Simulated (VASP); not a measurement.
# SiC (Moissanite 3C) (F-43m) in VASP: notebook, part 2 of 2

VASP 6.6.1.

## 3. Vibrations by perturbation theory, LDA

This run uses another cell than the first one, of 10.35 Å³/atom, 1.031 times its volume.

Input file INCAR:

```
ALGO = Normal
EDIFF = 1E-8
ENCUT = 600
GGA = CA
GGA_COMPAT = F
IBRION = 8
ISIF = 2
ISMEAR = 0
LASPH = T
LCHARG = F
LREAL = F
LWAVE = F
NELM = 120
NSW = 1
PREC = Accurate
SIGMA = 0.01
```

Input file KPOINTS:

```
k-points
0
Gamma
  10 10 10
```

Input file POSCAR:

```
SiC
1.0
    0.0000000000      2.1790000000      2.1790000000
    2.1790000000      0.0000000000      2.1790000000
    2.1790000000      2.1790000000      0.0000000000
Si C
1 1
Direct
    0.0000000000      0.0000000000      0.0000000000
    0.2500000000      0.2500000000      0.2500000000
```

Potentials or basis: VASP PAW LDA potentials, release 64 (Si, C).

The run is started by

```console
> cat potpaw_LDA.64/Si/POTCAR potpaw_LDA.64/C/POTCAR > POTCAR
> mpirun -np 1 vasp_std > vasp.out
```

OUTCAR:

```text
EDIFF = 1E-8
   ENCUT = 600
   GGA = CA
   IBRION = 8
   ISIF = 2
   ISMEAR = 0
   LASPH = T
   LREAL = F
   NELM = 120
   NSW = 1
   PREC = Accurate

 ion  position               nearest neighbor table
   1  0.000  0.000  0.000-   2 1.89   2 1.89   2 1.89   2 1.89
   2  0.250  0.250  0.250-   1 1.89   1 1.89   1 1.89   1 1.89

  LATTYP: Found a face centered cubic cell.
 ALAT       =     4.3580000000

  Lattice vectors:

 A1 = (   0.0000000000,   2.1790000000,   2.1790000000)
 A2 = (   2.1790000000,   0.0000000000,   2.1790000000)
 A3 = (   2.1790000000,   2.1790000000,   0.0000000000)

Analysis of symmetry for initial positions (statically):
=====================================================================
 Subroutine PRICEL returns:
 Original cell was already a primitive cell.

 Routine SETGRP: Setting up the symmetry group for a
 face centered cubic supercell.

 Subroutine GETGRP returns: Found 24 space group operations
 (whereof 24 operations were pure point group operations)
 out of a pool of 48 trial point group operations.

The static configuration has the point symmetry T_d .

Analysis of symmetry for dynamics (positions and initial velocities):
=====================================================================
 Subroutine PRICEL returns:
 Original cell was already a primitive cell.

 Routine SETGRP: Setting up the symmetry group for a
 face centered cubic supercell.

 Subroutine GETGRP returns: Found 24 space group operations
 (whereof 24 operations were pure point group operations)
 out of a pool of 48 trial point group operations.

The dynamic configuration has the point symmetry T_d .

 Subroutine INISYM returns: Found 24 space group operations
 (whereof 24 operations are pure point group operations),
 and found     1 'primitive' translations

----------------------------------------------------------------------------------------

                                     Primitive cell

  volume of cell :      20.6920

  direct lattice vectors                    reciprocal lattice vectors
     0.000000000  2.179000000  2.179000000    -0.229463056  0.229463056  0.229463056
     2.179000000  0.000000000  2.179000000     0.229463056 -0.229463056  0.229463056
     2.179000000  2.179000000  0.000000000     0.229463056  0.229463056 -0.229463056

  length of vectors
     3.081571352  3.081571352  3.081571352     0.397441672  0.397441672  0.397441672

  position of ions in fractional coordinates (direct lattice)
     0.000000000  0.000000000  0.000000000
     0.250000000  0.250000000  0.250000000

  ion indices of the primitive-cell ions
   primitive index   ion index
                 1           1
                 2           2
[... 131 lines left out ...]
  band No.  band energies     occupation
      1      -7.2546      2.00000
      2       8.0608      2.00000
      3       8.0608      2.00000
      4       8.0608      2.00000
      5      14.3522      0.00000
      6      15.2538      0.00000
      7      15.2538      0.00000
      8      15.2538      0.00000
[... 243 lines left out ...]
 k-point    24 :       0.4000    0.3000    0.0000
  band No.  band energies     occupation
      1      -4.0919      2.00000
      2       2.5262      2.00000
      3       4.8952      2.00000
      4       5.4284      2.00000
      5      10.8639      0.00000
      6      13.5628      0.00000
      7      19.5440      0.00000
      8      19.8388      0.00000

 [... further k-points ...]

------------------------ aborting loop because EDIFF is reached ----------------------------------------

  FORCE on cell =-STRESS in cart. coord.  units (eV):
  Direction    XX          YY          ZZ          XY          YZ          ZX
  --------------------------------------------------------------------------------------
  -------------------------------------------------------------------------------------
  Total       -0.5406754     -0.5406754     -0.5406754      0.0000000     -0.0000000     -0.0000000
  in kB      -41.8644641    -41.8644641    -41.8644641      0.0000000     -0.0000000     -0.0000000
  external PRESSURE =     -41.8644641 kB  Pullay stress =       0.0000000 kB

 VOLUME and BASIS-vectors are now :
 -----------------------------------------------------------------------------
  energy-cutoff  :      600.00
  volume of cell :       20.69
      direct lattice vectors                 reciprocal lattice vectors
     0.000000000  2.179000000  2.179000000    -0.229463056  0.229463056  0.229463056
     2.179000000  0.000000000  2.179000000     0.229463056 -0.229463056  0.229463056
     2.179000000  2.179000000  0.000000000     0.229463056  0.229463056 -0.229463056

 POSITION                                       TOTAL-FORCE (eV/Angst)
 -----------------------------------------------------------------------------------
      0.00000      0.00000      0.00000         0.000000      0.000000      0.000000
      1.08950      1.08950      1.08950        -0.000000     -0.000000     -0.000000
 -----------------------------------------------------------------------------------
    total drift:                               -0.000000     -0.000000     -0.000000

  FREE ENERGIE OF THE ION-ELECTRON SYSTEM (eV)
  ---------------------------------------------------
  free  energy   TOTEN  =       -16.6399736600 eV

  energy  without entropy=      -16.6399736600  energy(sigma->0) =      -16.63997366

[... ionic steps 2 to 3 ...]

--------------------------------------- Ionic step        4  -------------------------------------------

------------------------ aborting loop because EDIFF is reached ----------------------------------------

[... ionic steps 5 to 6 ...]

--------------------------------------- Ionic step        7  -------------------------------------------

 Free energy of the ion-electron system (eV)
  ---------------------------------------------------
  ---------------------------------------------------
  free energy    TOTEN  =        -0.12395403 eV

  energy without entropy =       -0.12395403

------------------------ aborting loop because EDIFF is reached ----------------------------------------

 INTERNAL STRAIN TENSOR  FOR ION    2  DIRECTION 1   (eV/Angst):
 -----------------------------------------------------------------------------
    -0.00805  0.00000  0.00000
     0.00000  0.00342 -7.62039
     0.00000 -7.62039  0.00342

 INTERNAL STRAIN TENSOR FOR ION    2 for displacements in x,y,z  (eV/Angst):
          X           Y           Z          XY          YZ          ZX
  --------------------------------------------------------------------------------
  x     0.00000     0.00000     0.00000     0.00000    -7.62039     0.00000
  y     0.00000     0.00000     0.00000     0.00000     0.00000    -7.62039
  z     0.00000     0.00000     0.00000    -7.62039     0.00000     0.00000

 SECOND DERIVATIVES (NOT SYMMETRIZED)
 ------------------------------------
               1X          1Y          1Z          2X          2Y          2Z
  1X   -18.818295    0.000000    0.000000   18.818295    0.000000    0.000000
  1Y     0.000000  -18.818295    0.000000    0.000000   18.818295    0.000000
  1Z     0.000000    0.000000  -18.818295    0.000000    0.000000   18.818295
  2X    18.819411    0.000000    0.000000  -18.819411    0.000000    0.000000
  2Y     0.000000   18.819411    0.000000    0.000000  -18.819411    0.000000
  2Z     0.000000    0.000000   18.819411    0.000000    0.000000  -18.819411

 Eigenvectors and eigenvalues of the dynamical matrix
 ----------------------------------------------------

   1 f  =   23.381567 THz   146.910717 2PiTHz  779.925115 cm-1    96.698347 meV
             X         Y         Z           dx          dy          dz
      0.000000  0.000000  0.000000    -0.547306    0.000000    0.000000
      1.089500  1.089500  1.089500     0.836933    0.000000    0.000000
[... 21 lines left out ...]
   6 f/i=    0.000317 THz     0.001995 2PiTHz    0.010591 cm-1     0.001313 meV
             X         Y         Z           dx          dy          dz
      0.000000  0.000000  0.000000     0.000000    0.000000    0.836933
      1.089500  1.089500  1.089500     0.000000    0.000000    0.547306

--------------------------------------------------------------------------------------------------------

 ELASTIC MODULI CONTR FROM IONIC RELAXATION (kBar)
 Direction    XX          YY          ZZ          XY          YZ          ZX
 --------------------------------------------------------------------------------
 XX          -0.0000     -0.0000      0.0000     -0.0000      0.0000     -0.0000
 YY          -0.0000     -0.0000     -0.0000     -0.0000     -0.0000     -0.0000
 ZZ           0.0000     -0.0000     -0.0000      0.0000     -0.0000     -0.0000
 XY          -0.0000     -0.0000      0.0000   -216.5718      0.0000      0.0000
 YZ           0.0000     -0.0000     -0.0000      0.0000   -216.5718      0.0000
 ZX          -0.0000     -0.0000     -0.0000      0.0000     -0.0000   -216.5718
 --------------------------------------------------------------------------------
```

OSZICAR:

```text
N       E                     dE             d eps       ncg     rms          rms(c)
DAV:   1     0.581520138475E+01    0.58152E+01   -0.43903E+03   768   0.949E+02
DAV:   2    -0.182320576741E+02   -0.24047E+02   -0.22650E+02  1064   0.115E+02
DAV:   3    -0.186717729482E+02   -0.43972E+00   -0.43972E+00   888   0.195E+01
DAV:   4    -0.186733081156E+02   -0.15352E-02   -0.15352E-02  1160   0.127E+00
[... 36 lines left out ...]
RMM:   7    -0.123952726746E+00    0.52238E-05    0.35523E-09  4717   0.829E-04    0.153E-04
RMM:   8    -0.123954096913E+00   -0.13702E-05   -0.54451E-09  4680   0.238E-04    0.314E-05
RMM:   9    -0.123953988448E+00    0.10847E-06    0.13759E-10  4986   0.442E-05    0.712E-06
RMM:  10    -0.123954029457E+00   -0.41009E-07    0.38092E-08  4926   0.104E-05    0.211E-06
RMM:  11    -0.123954028986E+00    0.47102E-09   -0.12615E-08  4331   0.291E-06    0.354E-07
 Linear response finished
```

stdout:

```text
POSCAR found type information on POSCAR SiC
 POSCAR found :  2 types and       2 ions
 scaLAPACK will be used
 LDA part: xc-table for (Slater(with rela. corr.)+CA(PZ))
 , standard interpolation
 POSCAR, INCAR and KPOINTS ok, starting setup
 FFT: planning ... GRIDC
 FFT: planning ... GRID_SOFT
 FFT: planning ... GRID
 WAVECAR not read
 entering main loop
 Linear response reoptimize wavefunctions to high precision
 Linear response DOF=           2
 Linear response progress:
 first order change of Fermi-energy  -0.13676E-03
 force on displaced ion       1 direction 1 : -18.818  -0.000  -0.000
 Linear response progress:
 first order change of Fermi-energy   0.31170E-03
 force on displaced ion       2 direction 1 : -18.819  -0.000  -0.000
 Linear response finished
```

Run time: 3.2 min. Hardware: 1 thread of Intel Xeon 8259CL, shared host; peak memory 0.22 GiB.

What came out:

* Highest phonon frequency at Γ, LO-TO splitting left out: 780 cm⁻¹

Phonon frequencies in cm⁻¹ (negative: imaginary):
| q point | frequencies |
| --- | --- |
| (0.000, 0.000, 0.000) | 0 0 0 780 780 780 |

Caveat: the cell wasn't relaxed at this level first, which shifts response properties.

## 4. Vibrations by perturbation theory, LDA

This run uses another cell than the first one, of 10.66 Å³/atom, 1.062 times its volume.

Input file INCAR:

```
  PREC = Accurate
  ENCUT = 600
  EDIFF = 1E-8
  ISMEAR = 0
  SIGMA = 0.01
  LREAL = False
  LASPH = True
  NELM = 120
  ALGO = Normal
  ISIF = 2
  LWAVE = False
  LCHARG = False
  GGA = CA
  NBANDS = 11
  IBRION = 8
  NSW = 1
  GGA_COMPAT = False
```

Input file KPOINTS:

```
regular mesh
0
Gamma
  10 10 10
```

Input file POSCAR:

```
SiC
1.0
    0.0000000000      2.2005756606      2.2005756606
    2.2005756606      0.0000000000      2.2005756606
    2.2005756606      2.2005756606      0.0000000000
Si C
1 1
Direct
    0.0000000000      0.0000000000      0.0000000000
    0.2500000000      0.2500000000      0.2500000000
```

Potentials or basis: VASP PAW LDA potentials, release 64 (Si, C).

The run is started by

```console
> cat potpaw_LDA.64/Si/POTCAR potpaw_LDA.64/C/POTCAR > POTCAR
> mpirun -np 1 vasp_std > vasp.out
```

OUTCAR:

```text
PREC = Accurate
   ENCUT = 600
   EDIFF = 1E-8
   ISMEAR = 0
   LREAL = False
   LASPH = True
   NELM = 120
   ISIF = 2
   GGA = CA
   IBRION = 8
   NSW = 1

 ion  position               nearest neighbor table
   1  0.000  0.000  0.000-   2 1.91   2 1.91   2 1.91   2 1.91
   2  0.250  0.250  0.250-   1 1.91   1 1.91   1 1.91   1 1.91

  LATTYP: Found a face centered cubic cell.
 ALAT       =     4.4011513212

  Lattice vectors:

[... 591 lines left out ...]
 ------------------------------------
               1X          1Y          1Z          2X          2Y          2Z
  1X   -17.601973    0.000000    0.000000   17.601973    0.000000    0.000000
  1Y     0.000000  -17.601973    0.000000    0.000000   17.601973    0.000000
  1Z     0.000000    0.000000  -17.601973    0.000000    0.000000   17.601973
  2X    17.603309    0.000000    0.000000  -17.603309    0.000000    0.000000
  2Y     0.000000   17.603309    0.000000    0.000000  -17.603309    0.000000
  2Z     0.000000    0.000000   17.603309    0.000000    0.000000  -17.603309

 Eigenvectors and eigenvalues of the dynamical matrix
 ----------------------------------------------------

   1 f  =   22.613442 THz   142.084447 2PiTHz  754.303234 cm-1    93.521640 meV
             X         Y         Z           dx          dy          dz
      0.000000  0.000000  0.000000     0.000000    0.547303    0.000000
      1.100288  1.100288  1.100288     0.000000   -0.836935    0.000000
[... 21 lines left out ...]
   6 f/i=    0.000393 THz     0.002471 2PiTHz    0.013116 cm-1     0.001626 meV
             X         Y         Z           dx          dy          dz
      0.000000  0.000000  0.000000     0.000000    0.000000    0.836935
      1.100288  1.100288  1.100288     0.000000    0.000000    0.547303

--------------------------------------------------------------------------------------------------------

 ELASTIC MODULI CONTR FROM IONIC RELAXATION (kBar)
 Direction    XX          YY          ZZ          XY          YZ          ZX
 --------------------------------------------------------------------------------
 XX          -0.0000     -0.0000     -0.0000      0.0000     -0.0000      0.0000
 YY          -0.0000     -0.0000     -0.0000      0.0000      0.0000     -0.0000
 ZZ          -0.0000     -0.0000     -0.0000     -0.0000      0.0000      0.0000
 XY           0.0000      0.0000     -0.0000   -142.0123      0.0000      0.0000
 YZ          -0.0000      0.0000      0.0000      0.0000   -142.0123     -0.0000
 ZX           0.0000     -0.0000      0.0000      0.0000     -0.0000   -142.0123
 --------------------------------------------------------------------------------
```

OSZICAR:

```text
N       E                     dE             d eps       ncg     rms          rms(c)
DAV:   1     0.431331506786E+01    0.43133E+01   -0.43584E+03  1042   0.697E+02
DAV:   2    -0.178200178363E+02   -0.22133E+02   -0.20983E+02  1321   0.115E+02
DAV:   3    -0.185544392889E+02   -0.73442E+00   -0.73294E+00  1288   0.177E+01
DAV:   4    -0.185578863030E+02   -0.34470E-02   -0.34468E-02  1177   0.156E+00
[... 36 lines left out ...]
RMM:   7    -0.122918585751E+00    0.41957E-05    0.21318E-07  6400   0.406E-04    0.849E-05
RMM:   8    -0.122919222669E+00   -0.63692E-06   -0.25734E-09  6403   0.861E-05    0.264E-05
RMM:   9    -0.122919150844E+00    0.71825E-07   -0.13485E-08  6710   0.281E-05    0.344E-06
RMM:  10    -0.122919164605E+00   -0.13762E-07    0.14306E-09  6436   0.127E-05    0.168E-06
RMM:  11    -0.122919166102E+00   -0.14969E-08    0.32700E-09  5599   0.109E-05    0.180E-07
 Linear response finished
```

stdout:

```text
POSCAR found type information on POSCAR SiC
 POSCAR found :  2 types and       2 ions
 scaLAPACK will be used
 LDA part: xc-table for (Slater(with rela. corr.)+CA(PZ))
 , standard interpolation
 POSCAR, INCAR and KPOINTS ok, starting setup
 FFT: planning ... GRIDC
 FFT: planning ... GRID_SOFT
 FFT: planning ... GRID
 WAVECAR not read
 entering main loop
 Linear response reoptimize wavefunctions to high precision
 Linear response DOF=           2
 Linear response progress:
 first order change of Fermi-energy   0.24909E-03
 force on displaced ion       1 direction 1 : -17.602  -0.000  -0.000
 Linear response progress:
 first order change of Fermi-energy   0.12748E-02
 force on displaced ion       2 direction 1 : -17.603   0.000   0.000
 Linear response finished
```

Run time: 3.9 min. Hardware: 1 thread of Intel Xeon 8259CL, shared host; peak memory 0.24 GiB.

Results:

| Item | Value |
| --- | --- |
| Highest phonon frequency at Γ, LO-TO splitting left out | 754 cm⁻¹ |

Phonon frequencies in cm⁻¹ (negative: imaginary):
```csv
q point,frequencies
"(0.000, 0.000, 0.000)",0 0 0 754 754 754
```

Caveat: the cell wasn't relaxed at this level first, which shifts response properties.
